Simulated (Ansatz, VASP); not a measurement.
Two plane-wave programs on TiO2

The input INCAR:

```
PREC = Accurate
ENCUT = 520
EDIFF = 1E-8
ISMEAR = -1
SIGMA = 0.02
LREAL = F
LASPH = T
NELM = 60
ALGO = Normal
ISIF = 2
LWAVE = F
LCHARG = F
GGA = PS
LEFG = T
NBANDS = 33
```

The input KPOINTS:

```
regular mesh
0
Gamma
  11 11 11
```

File POSCAR:

```
TiO2
1.0
   -1.8921000000      1.8921000000      4.7573000000
    1.8921000000     -1.8921000000      4.7573000000
    1.8921000000      1.8921000000     -4.7573000000
Ti O
2 4
Direct
    0.0000000000      0.0000000000      0.0000000000
    0.7500000000      0.2500000000      0.5000000000
    0.2087869428      0.2087869428      0.0000000000
    0.9587869428      0.4587869428      0.5000000000
    0.5412130572      0.0412130572      0.5000000000
    0.7912130572      0.7912130572      0.0000000000
```

Input for Ansatz:

```yaml
crystal:
  lattice:
    - [-1.8921, 1.8921, 4.7573]
    - [1.8921, -1.8921, 4.7573]
    - [1.8921, 1.8921, -4.7573]
  atoms:
    - { symbol: Ti, position: [0.0, 0.0, 0.0] }
    - { symbol: Ti, position: [0.75, 0.25, 0.5] }
    - { symbol: O, position: [0.2087869428, 0.2087869428, 0.0] }
    - { symbol: O, position: [0.9587869428, 0.4587869428, 0.5] }
    - { symbol: O, position: [0.5412130572, 0.0412130572, 0.5] }
    - { symbol: O, position: [0.7912130572, 0.7912130572, 0.0] }
kpoints:
  mp_grid: { grid: [11, 11, 11] }
scf:
  occupations: { method: fermi_dirac, width: 0.02 }
hamiltonian:
  xc: pbesol
  pseudopotentials: { kind: paw, frozen_core: stored }
output:
  forces: true
  stress: true
  populations: true
  efg: { quadrupole_moments_barn: { Ti: 0.247, O: -0.02558 } }
  write_density: true
  write_potential: true
  elf: true
  volumetric_format: npy
```

Alike in both runs: task electric field gradients; functional PBEsol; k mesh 11 × 11 × 11; occupations fermi-dirac, width 0.02 eV; no spin polarisation.

|  | VASP | Ansatz |
| --- | --- | --- |
| version | VASP 6.6.1 | Ansatz 0.2.0 |
| potentials or method | VASP PAW PBE potentials, release 64 (Ti_sv, O) | plane-wave PAW, scalar-relativistic |
| plane-wave cutoff (eV) | 520 | 420 |
| valence electrons in the cell | 48 | 48 |

```csv
,VASP,Ansatz,Ansatz less VASP
gap on the k mesh at the Fermi level (eV),2.03,2.05,+0.023
pressure (GPa),-0.7,-1.3,-0.55
"traceless stress, the component that is largest in VASP (GPa)",-0.11,-0.16,-0.050
rms of the force components (eV/Å),0.041,0.049,+0.0083
size of Vzz on the site where it differs most (V/Å²),15.3,17.8,+2.49
```

VASP's potentials were made for PBE, not for PBEsol, and Ansatz warns of the same on its side. Atom by atom the forces differ by 0.008 eV/Å (rms over components).
